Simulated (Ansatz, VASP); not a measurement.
TePb in VASP and in Ansatz

The input INCAR:

```
SYSTEM = TePb
PREC = Accurate ; ENCUT = 520
EDIFF = 1E-6 ; ISMEAR = 0
SIGMA = 0.01 ; LREAL = .FALSE.
LASPH = .TRUE. ; NELM = 60
ALGO = Normal ; ISIF = 2
LWAVE = .FALSE. ; LCHARG = .FALSE.
GGA = PE ; NBANDS = 17
```

Contents of KPOINTS:

```
Automatic mesh
0
G
  6 6 6
  0 0 0
```

The input POSCAR:

```
TePb
1.0
    0.0000000000      3.3171776530      3.3171776530
    3.3171776530      0.0000000000      3.3171776530
    3.3171776530      3.3171776530      0.0000000000
Pb Te
1 1
Direct
    0.0000000000      0.0000000000      0.0000000000
    0.5000000000      0.5000000000      0.5000000000
```

Input for Ansatz:

```yaml
crystal:
  lattice:
    - [0.0, 3.317177653, 3.317177653]
    - [3.317177653, 0.0, 3.317177653]
    - [3.317177653, 3.317177653, 0.0]
  atoms:
    - { symbol: Pb, position: [0.0, 0.0, 0.0] }
    - { symbol: Te, position: [0.5, 0.5, 0.5] }
kpoints:
  mp_grid: { grid: [6, 6, 6] }
hamiltonian:
  xc: pbe
scf:
  occupations: { method: fixed }
  n_extra_bands: 4
output:
  forces: true
  stress: true
  eigenvalues: true
```

Alike in both runs: task single point; functional PBE; k mesh 6 × 6 × 6; no spin polarisation.

```csv
,VASP,Ansatz
version,VASP 6.6.1,Ansatz 0.2.0
potentials or method,"VASP PAW PBE potentials, release 64 (Pb_d, Te)","plane waves, PAW"
plane-wave cutoff (eV),520,420
occupations,"gaussian, width 0.01 eV",fixed
valence electrons in the cell,20,30
```

|  | VASP | Ansatz | Ansatz less VASP |
| --- | --- | --- | --- |
| gap on the k mesh at the Fermi level (eV) | 0.88 | 0.88 | -0.004 |
| pressure (GPa) | -1.1 | -1.1 | +0.05 |

VASP's potentials hold 20 valence electrons a cell and Ansatz's 30, so a difference there can come from the potentials and not from the codes.

Spin-orbit coupling is off throughout.
